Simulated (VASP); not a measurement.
Here is a VASP 6.6.1 calculation.

Contents of INCAR:

```
ALGO = Normal
EDIFF = 1E-8
ENCUT = 520
GGA = CA
ISIF = 2
ISMEAR = -1
LASPH = T
LCHARG = F
LEFG = T
LREAL = F
LWAVE = F
NBANDS = 28
NELM = 60
PREC = Accurate
SIGMA = 0.02
```

The input KPOINTS:

```
k-points
0
Gamma
  6 6 5
```

POSCAR

```
SnO
1.0
    3.7639800000      0.0000000000      0.0000000000
    0.0000000000      3.7639800000      0.0000000000
    0.0000000000      0.0000000000      4.8360000000
Sn O
2 2
Direct
    0.0000000000      0.5000000000      0.2385000000
    0.5000000000      0.0000000000      0.7615000000
    0.0000000000      0.0000000000      0.0000000000
    0.5000000000      0.5000000000      0.0000000000
```

Potentials or basis: VASP PAW LDA potentials, release 64 (Sn_d, O).

The run is started by

```bash
$ cat potpaw_LDA.64/Sn_d/POTCAR potpaw_LDA.64/O/POTCAR > POTCAR
$ mpirun -np 1 vasp_std > vasp.out
```

Problem. What does it give for the pressure?

Solution. -0.5 GPa.

Problem. Predict the largest force.

Solution. 0.110 eV/Å.

Stress tensor (GPa, compression positive):
```
-0.15  0.00  0.00
 0.00 -0.15  0.00
 0.00  0.00 -1.11
```

Caveat: the cell differs from its parent crystal (equal xx and yy strain of -1 %); without QUAD_EFG the Cq values of the log hold for a quadrupole moment of 1 mb, not for the nuclei.
